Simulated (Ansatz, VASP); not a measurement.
## One calculation of Ge, two programs

```xyz
2
Lattice="0.0000 3.0521 3.0521 3.0521 0.0000 3.0521 3.0521 3.0521 0.0000" Properties=species:S:1:pos:R:3 pbc="T T T"
Ge    3.0521    3.0521    3.0521
Ge    4.5781    4.5781    4.5781
```

Alike in both runs: task single point; functional PBEsol; k mesh 12 × 12 × 12; occupations gaussian, width 0.1 eV; no spin polarisation.

```csv
,VASP,Ansatz
version,VASP 6.6.1,Ansatz 0.2.0
potentials or method,"VASP PAW PBE potentials, release 64 (Ge_d), cutoff 520 eV","scalar-relativistic, plane waves, PAW"
valence electrons in the cell,28,28
```

```csv
,VASP,Ansatz,Ansatz less VASP
gap on the k mesh at the Fermi level (eV),none,none,-
pressure (GPa),-8.7,-8.7,+0.05
```

VASP's potentials were made for PBE, not for PBEsol. A gap of «none» marks a metal or a gap that the smearing closes.
